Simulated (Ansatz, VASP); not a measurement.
## Two plane-wave programs on NaI

The input INCAR:

```
SYSTEM = NaI
PREC = Accurate
ENCUT = 520
EDIFF = 1E-6
ISMEAR = 0
SIGMA = 0.05
LREAL = .FALSE.
LASPH = .TRUE.
NELM = 60
ALGO = Normal
ISIF = 2
LWAVE = .FALSE.
LCHARG = .FALSE.
GGA = PE
IVDW = 12
NBANDS = 22
```

Contents of KPOINTS:

```
Automatic mesh
0
G
  6 6 4
  0 0 0
```

File POSCAR:

```
NaI
1.0
    4.4776696146      0.0000000000      0.0000000000
    0.0000000000      4.1361850687      0.0000000000
    0.0000000000      0.0000000000      8.3099754336
Na I
2 2
Direct
    0.2500000000      0.5000000000      0.2750310000
    0.7500000000      0.5000000000      0.7249690000
    0.2500000000      0.0000000000      0.7424270000
    0.7500000000      0.0000000000      0.2575730000
```

Input for Ansatz:

```yaml
crystal:
  lattice:
    - [4.4776696146, 0.0, 0.0]
    - [0.0, 4.1361850687, 0.0]
    - [0.0, 0.0, 8.3099754336]
  atoms:
    - { symbol: Na, position: [0.25, 0.5, 0.275031] }
    - { symbol: Na, position: [0.75, 0.5, 0.724969] }
    - { symbol: I, position: [0.25, 0.0, 0.742427] }
    - { symbol: I, position: [0.75, 0.0, 0.257573] }
basis:
  ecutwfc: 420
kpoints:
  mp_grid: { grid: [6, 6, 4] }
hamiltonian:
  xc: pbe
  dispersion: d3bj
scf:
  occupations: { method: gaussian, width: 0.05 }
output:
  forces: true
  stress: true
  eigenvalues: true
```

Alike in both runs: task single point; functional PBE; dispersion D3(BJ); k mesh 6 × 6 × 4; occupations gaussian, width 0.05 eV; no spin polarisation.

```csv
,VASP,Ansatz
version,VASP 6.6.1,Ansatz 0.2.0
potentials or method,"VASP PAW PBE potentials, release 64 (Na_pv, I), cutoff 520 eV","scalar-relativistic, plane waves, PAW"
valence electrons in the cell,28,52
```

VASP gave:

- gap on the k mesh at the Fermi level (eV): 3.15
- least direct gap on the mesh (eV): 3.20
- pressure (GPa): 0.3
- traceless stress, the component that is largest in VASP (GPa): -1.39
- rms of the force components (eV/Å): 0.008

Question: What did Ansatz give for the same quantities?

Answer: gap on the k mesh at the Fermi level (eV): 3.15; least direct gap on the mesh (eV): 3.21; pressure (GPa): 0.3; traceless stress, the component that is largest in VASP (GPa): -1.37; rms of the force components (eV/Å): 0.008.

Atom by atom the forces differ by 0.001 eV/Å (rms over components). VASP's potentials hold 28 valence electrons a cell and Ansatz's 52, so a difference there can come from the potentials and not from the codes.

Spin-orbit coupling is off throughout.
